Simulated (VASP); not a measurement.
**Se: single point with PBEsol**

Se:

```
Se
1.0
    -1.66086    1.66086    1.61828
     1.66086   -1.66086    1.61828
     1.66086    1.66086   -1.61828
Se
1
Cartesian
  0.0000 0.0000 0.0000
```

This cell differs from its parent crystal: strain -0.025 along x and y, -0.050 along z.

```json
{
 "Program": "VASP 6.6.1",
 "Task": "single point",
 "Functional": "PBEsol",
 "Potentials or basis": "VASP PAW PBE potentials, release 64 (Se)",
 "Cutoff": "520 eV",
 "k mesh": "20 × 20 × 20",
 "Occupations": "gaussian, width 0.15 eV",
 "Spin": "no spin polarisation"
}
```

```yaml
Pressure: 8.0 GPa
Band_gap_on_the_k_mesh: zero (bands 3 and 4 overlap by 8.12 eV)
```

Stress tensor (GPa, compression positive):
```
7.35 0.00 0.00
0.00 7.35 0.00
0.00 0.00 9.43
```

Levels at points of the mesh, in eV from the Fermi level:
```
           k point  band 1  band 2  band 3  band 4  band 5  band 6  band 7
(0.00, 0.00, 0.00)  -17.41    3.64    3.64    3.74   12.31   12.88   12.88
(0.50, 0.00, 0.00)  -13.07   -7.78    0.01    2.37    6.83    7.96   18.17
(0.50, 0.50, 0.00)  -13.22   -7.86    0.29    2.76    7.21    8.47   17.64
(0.50, 0.50, 0.50)  -10.03   -3.94   -3.94   -3.43    3.23    3.49   23.98
```

It took 22 s on 1 thread of Intel(R) Xeon(R) 6975P-C (Granite Rapids), with other jobs on the host, peak memory 0.22 GiB.

Caveat: the cell differs from its parent crystal (strain -0.025 along x and y, -0.050 along z); the cell stands under pressure; the PAW data sets were made with another functional, which shifts forces and pressure a little.
